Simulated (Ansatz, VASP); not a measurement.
# Au in VASP and in Ansatz

Contents of INCAR:

```
SYSTEM = Au
PREC = Accurate
ENCUT = 520
EDIFF = 1E-6
ISMEAR = -1
SIGMA = 0.08
LREAL = .False.
LASPH = .True.
NELM = 100
ALGO = Normal
ISIF = 2
LWAVE = .False.
LCHARG = .False.
GGA = PS
NBANDS = 12
```

File KPOINTS:

```
regular mesh
0
Gamma
  14 14 14
  0 0 0
```

File POSCAR:

```
Au
1.0
    2.2722434793      0.0000000000      0.0000000000
    0.0000000000      2.2722434793      0.0000000000
    0.0000000000      0.0000000000      2.2722434793
Au
1
Direct
    0.0000000000      0.0000000000      0.0000000000
```

Input for Ansatz:

```yaml
crystal:
  lattice:
    - [2.2722434793, 0.0, 0.0]
    - [0.0, 2.2722434793, 0.0]
    - [0.0, 0.0, 2.2722434793]
  atoms:
    - { symbol: Au, position: [0.0, 0.0, 0.0] }
kpoints:
  mp_grid: { grid: [14, 14, 14] }
scf:
  occupations: { method: fermi_dirac, width: 0.08 }
hamiltonian:
  xc: pbesol
  pseudopotentials: { kind: all_electron, lapw: { basis_error: 0.001 } }
output:
  forces: true
  stress: true
  eigenvalues: true
  populations: true
```

Change from the starting cell: volume scaled by 0.6, LAPW.

Alike in both runs: task single point; functional PBEsol; k mesh 14 × 14 × 14; occupations fermi-dirac, width 0.08 eV; no spin polarisation.

```csv
,VASP,Ansatz
version,VASP 6.6.1,Ansatz 0.2.0
potentials or method,"VASP PAW PBE potentials, release 64 (Au), cutoff 520 eV","all-electron LAPW, scalar-relativistic"
```

```tsv
	VASP	Ansatz	Ansatz less VASP
pressure (GPa)	273.8	273.7	-0.08
```

VASP's potentials were made for PBE, not for PBEsol. Both programs put the cell under a high pressure, so it lies far from rest at this level. Ansatz ran all-electron here, and VASP with PAW potentials.

Spin-orbit coupling is off throughout. Noted on VASP's run: the cell as given lies far from equilibrium.
